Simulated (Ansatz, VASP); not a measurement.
## Two plane-wave programs on Bi2Se3

```
Bi Se
1.0
     2.07150    1.19598    9.16352
    -2.07150    1.19598    9.16352
     0.00000   -2.39196    9.16352
Bi Se
2 3
Direct
  0.59920 0.59920 0.59920
  0.40080 0.40080 0.40080
  0.78830 0.78830 0.78830
  0.21170 0.21170 0.21170
  0.00000 0.00000 0.00000
```

Alike in both runs: task single point; functional PBE; k mesh 6 × 6 × 6; occupations fermi-dirac, width 0.05 eV; no spin polarisation.

```csv
,VASP,Ansatz
version,VASP 6.6.1,Ansatz 0.2.0
potentials or method,"VASP PAW PBE potentials, release 64 (Bi_d, Se)",Ansatz PAW
plane-wave cutoff (eV),520,420
valence electrons in the cell,48,78
```

```tsv
	VASP	Ansatz	Ansatz less VASP
gap on the k mesh at the Fermi level (eV)	0.06	0.06	+0.003
least direct gap on the mesh (eV)	0.06	0.06	+0.003
pressure (GPa)	5.5	5.5	-0.03
traceless stress, the component that is largest in VASP (GPa)	0.95	0.96	+0.006
rms of the force components (eV/Å)	0.236	0.229	-0.0063
```

Atom by atom the forces differ by 0.006 eV/Å (rms over components). With one functional, cell and mesh, what is left measures potentials, basis and numerics. VASP's potentials hold 48 valence electrons a cell and Ansatz's 78, so a difference there can come from the potentials and not from the codes.

Neither program's run includes spin-orbit coupling.
